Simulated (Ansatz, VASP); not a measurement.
One calculation of Sn3Se, two programs

File INCAR:

```
ALGO     = Normal         # electronic algorithm
EDIFF    = 1E-6           # SCF threshold, eV
ENCUT    = 520            # plane-wave cutoff, eV
GGA      = PS             # functional
GGA_COMPAT= False        
ISIF     = 2              # what is computed and relaxed
ISMEAR   = -1             # smearing method
LASPH    = True           # aspherical terms in the spheres
LCHARG   = True           # write CHGCAR
LORBIT   = 11             # projections on sites
LORBMOM  = True         
LREAL    = False          # projectors in reciprocal space
LSORBIT  = True           # spin-orbit coupling
LVHAR    = True         
LWAVE    = False          # write WAVECAR
MAGMOM   = 0 0 0 0 0 0 0 0 0 0 0 0 # initial moments
NBANDS   = 62             # bands
NELM     = 150            # most SCF steps
PREC     = Accurate       # precision mode
SIGMA    = 0.05           # smearing width, eV
```

The input KPOINTS:

```
k-points
0
Gamma
  6 6 6
```

File POSCAR:

```
Sn3Se
1.0
    4.7418790000      0.0000000000      0.0000000000
    0.0000000000      4.7418790000      0.0000000000
    0.0000000000      0.0000000000      4.7418790000
Sn Se
3 1
Direct
    0.5000000000      0.5000000000      0.0000000000
    0.5000000000      0.0000000000      0.5000000000
    0.0000000000      0.5000000000      0.5000000000
    0.0000000000      0.0000000000      0.0000000000
```

File input.yaml:

```yaml
crystal:
  lattice:
    - [4.741879, 0.0, 0.0]
    - [0.0, 4.741879, 0.0]
    - [0.0, 0.0, 4.741879]
  atoms:
    - { symbol: Sn, position: [0.5, 0.5, 0.0] }
    - { symbol: Sn, position: [0.5, 0.0, 0.5] }
    - { symbol: Sn, position: [0.0, 0.5, 0.5] }
    - { symbol: Se, position: [0.0, 0.0, 0.0] }
hamiltonian:
  xc: pbesol
  pseudopotentials: { kind: paw_fr }
magnetization:
  noncollinear: true
  spin_orbit: true
kpoints:
  mp_grid: { grid: [6, 6, 6] }
  band_path:
    path:
      - [[0.0, 0.0, 0.0], [0.0, 0.5, 0.0], [0.5, 0.5, 0.0], [0.0, 0.0, 0.0], [0.5, 0.5, 0.5], [0.0, 0.5, 0.0]]
      - [[0.5, 0.5, 0.0], [0.5, 0.5, 0.5]]
    npoints: 14
scf:
  occupations: { method: fermi_dirac, width: 0.05 }
  n_extra_bands: 10
output:
  forces: true
  stress: true
  eigenvalues: true
  fatbands: false
```

Alike in both runs: functional PBEsol; k mesh 6 × 6 × 6; occupations fermi-dirac, width 0.05 eV; non-collinear spin, spin-orbit coupling.

|  | VASP | Ansatz |
| --- | --- | --- |
| version | VASP 6.6.1 | Ansatz 0.2.0 |
| potentials or method | VASP PAW PBE potentials, release 64 (Sn_d, Se) | Ansatz PAW |
| plane-wave cutoff (eV) | 520 | 420 |
| valence electrons in the cell | 48 | 58 |
| task | single point | band structure |

```tsv
	VASP	Ansatz	Ansatz less VASP
pressure (GPa)	-2.6	-2.6	+0.01
net moment per atom (μB)	0.00	0.00	0.000
```

VASP's potentials were made for PBE, not for PBEsol. VASP's potentials hold 48 valence electrons a cell and Ansatz's 58, so a difference there can come from the potentials and not from the codes.
